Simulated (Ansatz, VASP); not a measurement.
# SiC: VASP beside Ansatz

INCAR

```
SYSTEM = SiC
PREC     = Accurate       ! precision mode
ENCUT    = 520            ! plane-wave cutoff, eV
EDIFF    = 1E-7           ! SCF threshold, eV
ISMEAR   = 0              ! smearing method
SIGMA    = 0.1            ! smearing width, eV
LREAL    = .False.        ! projectors in reciprocal space
LASPH    = .True.         ! aspherical terms in the spheres
NELM     = 100            ! most SCF steps
ALGO     = Normal         ! electronic algorithm
ISIF     = 2              ! what is computed and relaxed
LWAVE    = .False.        ! write WAVECAR
LCHARG   = .False.        ! write CHGCAR
NBANDS   = 36             ! bands
```

KPOINTS

```
Automatic mesh
0
Gamma
  6 6 2
  0 0 0
```

Contents of POSCAR:

```
SiC
1.0
    1.5389000000     -2.6675000000      0.0000000000
    1.5389000000      2.6675000000      0.0000000000
    0.0000000000      0.0000000000     15.1219000000
Si C
6 6
Direct
    0.1673000000      0.8327000000      0.8580000000
    0.8327000000      0.1673000000      0.3580000000
    0.5007000000      0.4993000000      0.5241000000
    0.4993000000      0.5007000000      0.0241000000
    0.8357000000      0.1643000000      0.6912400000
    0.1643000000      0.8357000000      0.1912400000
    0.4960000000      0.5040000000      0.6503000000
    0.5040000000      0.4960000000      0.1503000000
    0.1600000000      0.8400000000      0.9817000000
    0.8400000000      0.1600000000      0.4817000000
    0.8290000000      0.1710000000      0.8168000000
    0.1710000000      0.8290000000      0.3168000000
```

Input for Ansatz:

```yaml
crystal:
  lattice:
    - [1.5389, -2.6675, 0.0]
    - [1.5389, 2.6675, 0.0]
    - [0.0, 0.0, 15.1219]
  atoms:
    - { symbol: Si, position: [0.1673, 0.8327, 0.858] }
    - { symbol: Si, position: [0.8327, 0.1673, 0.358] }
    - { symbol: Si, position: [0.5007, 0.4993, 0.5241] }
    - { symbol: Si, position: [0.4993, 0.5007, 0.0241] }
    - { symbol: Si, position: [0.8357, 0.1643, 0.69124] }
    - { symbol: Si, position: [0.1643, 0.8357, 0.19124] }
    - { symbol: C, position: [0.496, 0.504, 0.6503] }
    - { symbol: C, position: [0.504, 0.496, 0.1503] }
    - { symbol: C, position: [0.16, 0.84, 0.9817] }
    - { symbol: C, position: [0.84, 0.16, 0.4817] }
    - { symbol: C, position: [0.829, 0.171, 0.8168] }
    - { symbol: C, position: [0.171, 0.829, 0.3168] }
basis:
  ecutwfc: 420
kpoints:
  mp_grid: { grid: [6, 6, 2] }
hamiltonian:
  xc: lda
  pseudopotentials: { kind: paw }
scf:
  occupations: { method: gaussian, width: 0.1 }
output:
  forces: true
  stress: true
  eigenvalues: true
```

Alike in both runs: task single point; functional LDA; k mesh 6 × 6 × 2; occupations gaussian, width 0.1 eV; no spin polarisation.

|  | VASP | Ansatz |
| --- | --- | --- |
| version | VASP 6.6.1 | Ansatz 0.2.0 |
| potentials or method | VASP PAW LDA potentials, release 64 (Si, C), cutoff 520 eV | scalar-relativistic, plane waves, PAW |
| valence electrons in the cell | 48 | 48 |

```csv
,VASP,Ansatz,Ansatz less VASP
gap on the k mesh at the Fermi level (eV),1.82,1.83,+0.011
least direct gap on the mesh (eV),3.06,3.07,+0.012
pressure (GPa),-3.9,-4.3,-0.39
"traceless stress, the component that is largest in VASP (GPa)",2.04,2.03,-0.015
rms of the force components (eV/Å),0.350,0.349,-0.0003
```

LDA's correlation is that of Perdew and Zunger in VASP and of Perdew and Wang (1992) in Ansatz. Atom by atom the forces differ by 0.001 eV/Å (rms over components).
